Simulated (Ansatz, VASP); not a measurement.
Si2W in VASP and in Ansatz

```
Si W
1.0
     3.22900    0.00000    0.00000
     0.00000    3.22900    0.00000
     0.00000    0.00000   25.46958
Si W
6 3
Cartesian
  0.0000 0.0000 7.5653
  0.0000 0.0000 10.1107
  1.6145 1.6145 11.4176
  1.6145 1.6145 14.0520
  0.0000 0.0000 15.3588
  0.0000 0.0000 17.9043
  1.6145 1.6145 8.8291
  0.0000 0.0000 12.7348
  1.6145 1.6145 16.6405
```

Alike in both runs: task single point; functional PBE; k mesh 11 × 11 × 1; occupations gaussian, width 0.1 eV; no spin polarisation.

```csv
,VASP,Ansatz
version,VASP 6.6.1,Ansatz 0.2.0
potentials or method,"VASP PAW PBE potentials, release 64 (Si, W_sv), cutoff 520 eV","scalar-relativistic, plane waves, PAW"
valence electrons in the cell,66,66
```

```tsv
	VASP	Ansatz	Ansatz less VASP
gap on the k mesh at the Fermi level (eV)	none	none	-
rms of the force components (eV/Å)	0.006	0.003	-0.0028
```

A gap of «none» marks a metal or a gap that the smearing closes. The functional is the same, so the differences come from potentials, cutoffs and numerics. Ansatz's warnings: xc potential rough in thin density.

Spin-orbit coupling is off throughout.
